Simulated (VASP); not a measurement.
Runs of VASP 6.6.1 on KZnF3. The structure is that of space group P4/mmm (No. 123), or close to it. The cells are those of the table. 

```tsv
cell	gap on the mesh (eV)	pressure (GPa)
a = 3.538, b = 3.538, c = 5.307 Å, 5 atoms	2.52	25.6
a = 4.164, b = 4.164, c = 3.831 Å, 5 atoms	(b)	5.8
a = 4.675, b = 4.675, c = 3.039 Å, 5 atoms	4.02	33.5
a = 3.711, b = 3.711, c = 4.824 Å, 5 atoms	3.07	13.4
a = 4.275, b = 4.275, c = 3.634 Å, 5 atoms	3.50	8.3
a = 3.923, b = 3.923, c = 4.316 Å, 5 atoms	3.53	6.0
a = 3.811, b = 3.811, c = 4.573 Å, 5 atoms	3.30	8.9
a = 3.608, b = 3.608, c = 5.102 Å, 5 atoms	(a)	19.8
```

Alike in all rows: task single point; level PBE; potentials or basis VASP PAW PBE potentials, release 64 (K_sv, Zn, F); no spin polarisation; k mesh 6 × 6 × 6; cutoff (eV) 520; smearing gaussian 0.05 eV.

Question: Fill in the values left out.

Answer: (a) 2.78; (b) 3.59.

Caveats: the cell stands under pressure.

A k mesh can miss the band edges.
